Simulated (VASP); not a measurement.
# TiC (Fm-3m) in VASP: notebook, part 2 of 2

VASP 6.6.1. Earlier steps stand in the parts before.

**3. Single point, PBE (strain -0.050 along x and y, -0.050 along z)**

File INCAR:

```
SYSTEM = TiC
PREC = Accurate ; ENCUT = 520
EDIFF = 1E-6 ; ISMEAR = 0
SIGMA = 0.15 ; LREAL = .False.
LASPH = .True. ; NELM = 100
ALGO = Normal ; ISIF = 2
LWAVE = .False. ; LCHARG = .False.
GGA = PE ; NBANDS = 15
```

File KPOINTS:

```
regular mesh
0
Gamma
  24 24 24
  0 0 0
```

File POSCAR:

```
TiC
1.0
    0.0000000000      2.0581384493      2.0581384493
    2.0581384493      0.0000000000      2.0581384493
    2.0581384493      2.0581384493      0.0000000000
Ti C
1 1
Direct
    0.0000000000      0.0000000000      0.0000000000
    0.5000000000      0.5000000000      0.5000000000
```

Potentials or basis: VASP PAW PBE potentials, release 64 (Ti_sv, C).

Command:

```bash
> cat potpaw_PBE.64/Ti_sv/POTCAR potpaw_PBE.64/C/POTCAR > POTCAR
> mpirun -np 1 vasp_std > vasp.out
```

OUTCAR:

```text
SYSTEM = TiC
   PREC = Accurate
   ENCUT = 520
   EDIFF = 1E-6
   ISMEAR = 0
   LREAL = .False.
   LASPH = .True.
   NELM = 100
   ISIF = 2
   GGA = PE

 ion  position               nearest neighbor table
   1  0.000  0.000  0.000-   2 2.06   2 2.06   2 2.06   2 2.06   2 2.06   2 2.06
   2  0.500  0.500  0.500-   1 2.06   1 2.06   1 2.06   1 2.06   1 2.06   1 2.06

  LATTYP: Found a face centered cubic cell.
 ALAT       =     4.1162768986

  Lattice vectors:

 A1 = (   0.0000000000,   2.0581384493,   2.0581384493)
 A2 = (   2.0581384493,   0.0000000000,   2.0581384493)
 A3 = (   2.0581384493,   2.0581384493,   0.0000000000)

Analysis of symmetry for initial positions (statically):
=====================================================================
 Subroutine PRICEL returns:
 Original cell was already a primitive cell.

 Routine SETGRP: Setting up the symmetry group for a
 face centered cubic supercell.

 Subroutine GETGRP returns: Found 48 space group operations
 (whereof 48 operations were pure point group operations)
 out of a pool of 48 trial point group operations.

The static configuration has the point symmetry O_h .

Analysis of symmetry for dynamics (positions and initial velocities):
=====================================================================
 Subroutine PRICEL returns:
 Original cell was already a primitive cell.

 Routine SETGRP: Setting up the symmetry group for a
 face centered cubic supercell.

 Subroutine GETGRP returns: Found 48 space group operations
 (whereof 48 operations were pure point group operations)
 out of a pool of 48 trial point group operations.

The dynamic configuration has the point symmetry O_h .

 Subroutine INISYM returns: Found 48 space group operations
 (whereof 48 operations are pure point group operations),
 and found     1 'primitive' translations

----------------------------------------------------------------------------------------

                                     Primitive cell

  volume of cell :      17.4363

  direct lattice vectors                    reciprocal lattice vectors
     0.000000000  2.058138449  2.058138449    -0.242937981  0.242937981  0.242937981
     2.058138449  0.000000000  2.058138449     0.242937981 -0.242937981  0.242937981
     2.058138449  2.058138449  0.000000000     0.242937981  0.242937981 -0.242937981

  length of vectors
     2.910647308  2.910647308  2.910647308     0.420780927  0.420780927  0.420780927

  position of ions in fractional coordinates (direct lattice)
     0.000000000  0.000000000  0.000000000
     0.500000000  0.500000000  0.500000000

  ion indices of the primitive-cell ions
   primitive index   ion index
                 1           1
                 2           2

----------------------------------------------------------------------------------------

 KPOINTS: regular mesh

Automatic generation of k-mesh.
 Grid dimensions read from file:
 generate k-points for:   24   24   24

 Generating k-lattice:

  Cartesian coordinates                     Fractional coordinates (reciprocal lattice)
    -0.010122416  0.010122416  0.010122416     0.041666667  0.000000000  0.000000000
     0.010122416 -0.010122416  0.010122416     0.000000000  0.041666667  0.000000000
     0.010122416  0.010122416 -0.010122416     0.000000000  0.000000000  0.041666667

  Length of vectors
     0.017532539  0.017532539  0.017532539

  Shift w.r.t. Gamma in fractional coordinates (k-lattice)
     0.000000000  0.000000000  0.000000000

 Subroutine IBZKPT returns following result:
 ===========================================

 Found    413 irreducible k-points:

 Following reciprocal coordinates:
            Coordinates               Weight
  0.000000  0.000000  0.000000      1.000000
  0.041667  0.000000  0.000000      8.000000
  0.083333  0.000000  0.000000      8.000000
  0.125000  0.000000  0.000000      8.000000
  0.166667  0.000000  0.000000      8.000000
  0.208333  0.000000  0.000000      8.000000
[... 16 lines left out ...]
  0.416667  0.041667  0.000000     24.000000
  0.458333  0.041667  0.000000     24.000000
 [... further k-points ...]
   k-points           NKPTS =    413   k-points in BZ     NKDIM =    413   number of bands    NBANDS=     15
   number of dos      NEDOS =    301   number of ions     NIONS =      2
   total plane-waves  NPLWV =  13824
   dimension x,y,z NGX =    24 NGY =   24 NGZ =   24
   dimension x,y,z NGXF=    48 NGYF=   48 NGZF=   48
   ions per type =               1   1
   NGX,Y,Z   is equivalent  to a cutoff of  13.71, 13.71, 13.71 a.u.
   NGXF,Y,Z  is equivalent  to a cutoff of  27.42, 27.42, 27.42 a.u.
 SYSTEM =  TiC
   PREC   = accura    normal or accurate (medium, high low for compatibility)
   ISTART =      0    job   : 0-new  1-cont  2-samecut
   ICHARG =      2    charge: 1-file 2-atom 10-const
   ISPIN  =      1    spin polarized calculation?
   LNONCOLLINEAR =      F non collinear calculations
   LSORBIT =      F    spin-orbit coupling
   LASPH  =      T    aspherical Exc in radial PAW
   ENCUT  =  520.0 eV  38.22 Ry    6.18 a.u.   5.41  5.41  5.41*2*pi/ulx,y,z
   NELM   =    100;   NELMIN=  2; NELMDL= -5     # of ELM steps
   EDIFF  = 0.1E-05   stopping-criterion for ELM
   LREAL  =      F    real-space projection
   EDIFFG = 0.1E-04   stopping-criterion for IOM
   NSW    =      0    number of steps for IOM
   IBRION =     -1    ionic relax: 0-MD 1-quasi-New 2-CG
   NFREE  =      0    steps in history (QN), initial steepest desc. (CG)
   ISIF   =      2    stress and relaxation
   ISYM   =      2    0-nonsym 1-usesym 2-fastsym
   POTIM  = 0.5000    time-step for ionic-motion
   TEBEG  =    0.0;   TEEND  =   0.0 temperature during run
   PSTRESS=    0.0 pullay stress
   NELECT =      16.0000    total number of electrons
   NUPDOWN=      -1.0000    fix difference up-down
   EMIN   =  10.00;   EMAX   =-10.00  energy-range for DOS
   EFERMI =   0.00;   METHOD = LEGACY
   ISMEAR =     0;   SIGMA  =   0.15  broadening in eV -4-tet -1-fermi 0-gaus
   EFERMI_NEDOS =   21; number of points for ismear=-14 and -15
   IALGO  =     38    algorithm
   IMIX   =      4    mixing-type and parameters
     AMIX     =   0.40;   BMIX     =  1.00
     AMIX_MAG =   1.60;   BMIX_MAG =  1.00
  volume/ion in A,a.u.               =       8.72        58.83
  Fermi-wavevector in a.u.,A,eV,Ry     =   1.590854  3.006278 34.433835  2.530815
  Thomas-Fermi vector in A             =   2.689484
   LORBIT       =      0    0 simple, 1 ext, 2 COOP (PROOUT), +10 PAW based schemes
   GGA     = PE    functional components
   LHFCALC =     F    Hartree Fock is set to
   AEXX    =    0.0000 exact exchange contribution
   IVDW    =     0    specifies the selected vdW correction
   LEPSILON=     F    determine dielectric tensor
   LRPA    =     F    only Hartree local field effects (RPA)
 non-spin polarized calculation
 Gauss-broadening in eV      SIGMA  =   0.15
  energy-cutoff  :      520.00
  volume of cell :       17.44
 maximum number of plane-waves:       495
 NGX is ok and might be reduce to    24
   NGX = 11   NGY = 11   NGZ = 11

 number of electron      16.0000002 magnetization

 Free energy of the ion-electron system (eV)
  ---------------------------------------------------
  ext. energy  EPLUGINS =         0.00000000
  ---------------------------------------------------
  free energy    TOTEN  =       -18.28961181 eV

  energy without entropy =      -18.28666206  energy(sigma->0) =      -18.28813694

 E-fermi :  11.3262     XC(G=0): -13.5090

 val. band max:       11.3192891706   @ k =   0.1250   0.0833   0.0417
 cond. band min:      11.3751117858   @ k =   0.2083   0.1667   0.0000
 fundamental gap:      0.0558226151
 Fermi energy:        11.3261735647

 k-point     1 :       0.0000    0.0000    0.0000
  band No.  band energies     occupation
      1     -44.8411      2.00000
      2     -20.7518      2.00000
      3     -20.7518      2.00000
      4     -20.7518      2.00000
      5      -1.7822      2.00000
      6      12.0417      0.00000
      7      12.0417      0.00000
      8      12.0417      0.00000
      9      13.1929      0.00000
     10      13.1929      0.00000
     11      13.1929      0.00000
     12      13.3607      0.00000
     13      13.3607      0.00000
     14      24.1870      0.00000
[... 401 lines left out ...]
      2     -21.5870      2.00000
      3     -20.8328      2.00000
      4     -20.8322      2.00000
      5       2.1765      2.00000
      6       5.1271      2.00000
      7       7.9294      2.00000
      8       8.0138      2.00000
      9      14.6483      0.00000
     10      14.8426      0.00000
     11      16.1637      0.00000
     12      20.6161      0.00000
     13      20.6474      0.00000
     14      21.2140      0.00000
     15      27.9645      0.00000

 [... further k-points ...]
[... 5 lines left out ...]
  --------------------------------------------------------------------------------------
  -------------------------------------------------------------------------------------
  Total        5.6932134      5.6932134      5.6932134      0.0000000      0.0000000      0.0000000
  in kB      523.1356226    523.1356226    523.1356226      0.0000000      0.0000000      0.0000000
  external PRESSURE =     523.1356226 kB  Pullay stress =       0.0000000 kB

 VOLUME and BASIS-vectors are now :
 -----------------------------------------------------------------------------
  energy-cutoff  :      520.00
  volume of cell :       17.44
      direct lattice vectors                 reciprocal lattice vectors
     0.000000000  2.058138449  2.058138449    -0.242937981  0.242937981  0.242937981
     2.058138449  0.000000000  2.058138449     0.242937981 -0.242937981  0.242937981
     2.058138449  2.058138449  0.000000000     0.242937981  0.242937981 -0.242937981

 POSITION                                       TOTAL-FORCE (eV/Angst)
 -----------------------------------------------------------------------------------
      0.00000      0.00000      0.00000        -0.000000     -0.000000     -0.000000
      2.05814      2.05814      2.05814         0.000000      0.000000      0.000000
 -----------------------------------------------------------------------------------
    total drift:                                0.000000     -0.000000     -0.000000

  FREE ENERGIE OF THE ION-ELECTRON SYSTEM (eV)
  ---------------------------------------------------
  free  energy   TOTEN  =       -18.2896118132 eV

  energy  without entropy=      -18.2866620640  energy(sigma->0) =      -18.28813694
```

stdout:

```text
POSCAR found type information on POSCAR TiC
 POSCAR found :  2 types and       2 ions
 scaLAPACK will be used
 LDA part: xc-table for (Slater+PW92), standard interpolation
 POSCAR, INCAR and KPOINTS ok, starting setup
 FFT: planning ... GRIDC
 FFT: planning ... GRID_SOFT
 FFT: planning ... GRID
 WAVECAR not read
 entering main loop
```

Wall time 69 s (1 thread of Intel Xeon Platinum 8488C (Sapphire Rapids), shared host); peak memory 0.23 GiB.

What came out:

```yaml
Free_energy: -18.2896 eV
Pressure: 52.3 GPa
Band_gap_on_the_k_mesh: zero (band 8 reaches 12.04 eV, above the bottom of band 9 at 10.88 eV)
```

Levels at points of the mesh, in eV from the Fermi level:
| k point | band 5 | band 6 | band 7 | band 8 | band 9 | band 10 | band 11 | band 12 |
| --- | --- | --- | --- | --- | --- | --- | --- | --- |
| (0.00, 0.00, 0.00) | -13.11 | 0.72 | 0.72 | 0.72 | 1.87 | 1.87 | 1.87 | 2.03 |
| (0.50, 0.00, 0.00) | -8.82 | -6.58 | -3.44 | -3.44 | 3.55 | 3.55 | 5.03 | 9.09 |
| (0.50, 0.50, 0.00) | -10.78 | -3.48 | -2.14 | 0.11 | 0.11 | 3.29 | 4.31 | 4.31 |

Caveat: the cell differs from its parent crystal (strain -0.050 along x and y, -0.050 along z).

**4. Single point, PBE (strain -0.025 along x and y, -0.025 along z)**

File INCAR:

```
PREC     = Accurate       # precision mode
ENCUT    = 520            # plane-wave cutoff, eV
EDIFF    = 1E-7           # SCF threshold, eV
ISMEAR   = 0              # smearing method
SIGMA    = 0.15           # smearing width, eV
LREAL    = F              # projectors in reciprocal space
LASPH    = T              # aspherical terms in the spheres
NELM     = 60             # most SCF steps
ALGO     = Normal         # electronic algorithm
ISIF     = 2              # what is computed and relaxed
LWAVE    = F              # write WAVECAR
LCHARG   = F              # write CHGCAR
GGA      = PE             # functional
NBANDS   = 15             # bands
```

File KPOINTS:

```
regular mesh
0
Gamma
  24 24 24
```

File POSCAR:

```
TiC
1.0
    0.0000000000      2.1122999875      2.1122999875
    2.1122999875      0.0000000000      2.1122999875
    2.1122999875      2.1122999875      0.0000000000
Ti C
1 1
Direct
    0.0000000000      0.0000000000      0.0000000000
    0.5000000000      0.5000000000      0.5000000000
```

Command:

```bash
> cat potpaw_PBE.64/Ti_sv/POTCAR potpaw_PBE.64/C/POTCAR > POTCAR
> mpirun -np 1 vasp_std > vasp.out
```

Wall time 53 s (1 thread of Intel Xeon Platinum 8488C (Sapphire Rapids), shared host); peak memory 0.24 GiB.

Results (log left out):

* Free energy: -18.6119 eV
* Pressure: 22.3 GPa
* Band gap on the k mesh: zero (band 8 reaches 11.03 eV, above the bottom of band 9 at 9.90 eV)

Levels at points of the mesh, in eV from the Fermi level:
| k point | band 6 | band 7 | band 8 | band 9 | band 10 | band 11 |
| --- | --- | --- | --- | --- | --- | --- |
| (0.00, 0.00, 0.00) | 0.71 | 0.71 | 0.71 | 1.77 | 1.77 | 1.77 |
| (0.50, 0.00, 0.00) | -6.20 | -3.15 | -3.15 | 3.21 | 3.21 | 4.53 |
| (0.50, 0.50, 0.00) | -3.48 | -1.86 | 0.03 | 0.03 | 2.99 | 3.89 |

Caveat: the cell differs from its parent crystal (strain -0.025 along x and y, -0.025 along z).

**5. Summary**

| cell | gap on the mesh (eV) | pressure (GPa) |
| --- | --- | --- |
| a = 3.217 Å, angles 60.0°, 2 atoms | none | -27.0 |
| a = 2.911 Å, angles 60.0°, 2 atoms | none | 52.3 |
| a = 2.987 Å, angles 60.0°, 2 atoms | none | 22.3 |

Alike in all rows: task single point; level PBE; potentials or basis VASP PAW PBE potentials, release 64 (Ti_sv, C); no spin polarisation; k mesh 24 × 24 × 24; cutoff (eV) 520; smearing gaussian 0.15 eV.

Total energies depend on the potentials used, so only differences within one code and one set of settings carry meaning.
